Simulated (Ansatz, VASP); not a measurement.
Two plane-wave programs on LiNbO3

File INCAR:

```
SYSTEM = LiNbO3
PREC = Accurate
ENCUT = 520
EDIFF = 1E-7
ISMEAR = 0
SIGMA = 0.01
LREAL = .FALSE.
LASPH = .TRUE.
NELM = 60
ALGO = Normal
ISIF = 2
LWAVE = .FALSE.
LCHARG = .FALSE.
GGA = PE
NBANDS = 25
```

File KPOINTS:

```
regular mesh
0
G
  6 6 6
  0 0 0
```

The input POSCAR:

```
LiNbO3
1.0
    3.9331683500      0.0000000000      0.0000000000
    0.0000000000      3.9331683500      0.0000000000
    0.0000000000      0.0000000000      3.9331683500
Li Nb O
1 1 3
Direct
    0.0000000000      0.0000000000      0.0000000000
    0.5000000000      0.5000000000      0.5000000000
    0.5000000000      0.5000000000      0.0000000000
    0.5000000000      0.0000000000      0.5000000000
    0.0000000000      0.5000000000      0.5000000000
```

Input for Ansatz:

```yaml
crystal:
  lattice:
    - [3.93316835, 0.0, 0.0]
    - [0.0, 3.93316835, 0.0]
    - [0.0, 0.0, 3.93316835]
  atoms:
    - { symbol: Li, position: [0.0, 0.0, 0.0] }
    - { symbol: Nb, position: [0.5, 0.5, 0.5] }
    - { symbol: O, position: [0.5, 0.5, 0.0] }
    - { symbol: O, position: [0.5, 0.0, 0.5] }
    - { symbol: O, position: [0.0, 0.5, 0.5] }
kpoints:
  mp_grid: { grid: [6, 6, 6] }
  band_path:
    path: [[0.0, 0.0, 0.0], [0.0, 0.5, 0.0], [0.5, 0.5, 0.0], [0.5, 0.5, 0.5]]
    npoints: 1
hamiltonian:
  xc: pbe
scf:
  occupations: { method: fixed }
  n_extra_bands: 5
output:
  forces: true
  stress: true
  eigenvalues: true
```

Alike in both runs: task single point; functional PBE; k mesh 6 × 6 × 6; no spin polarisation.

```csv
,VASP,Ansatz
version,VASP 6.6.1,Ansatz 0.2.0
potentials or method,"VASP PAW PBE potentials, release 64 (Li_sv, Nb_sv, O)","plane waves, PAW"
plane-wave cutoff (eV),520,420
occupations,"gaussian, width 0.01 eV",fixed
valence electrons in the cell,34,34
```

|  | VASP | Ansatz | Ansatz less VASP |
| --- | --- | --- | --- |
| gap on the k mesh at the Fermi level (eV) | 1.72 | 1.74 | +0.021 |

Noted on VASP's run: the cutoff is short for stress, so the pressure is rough.
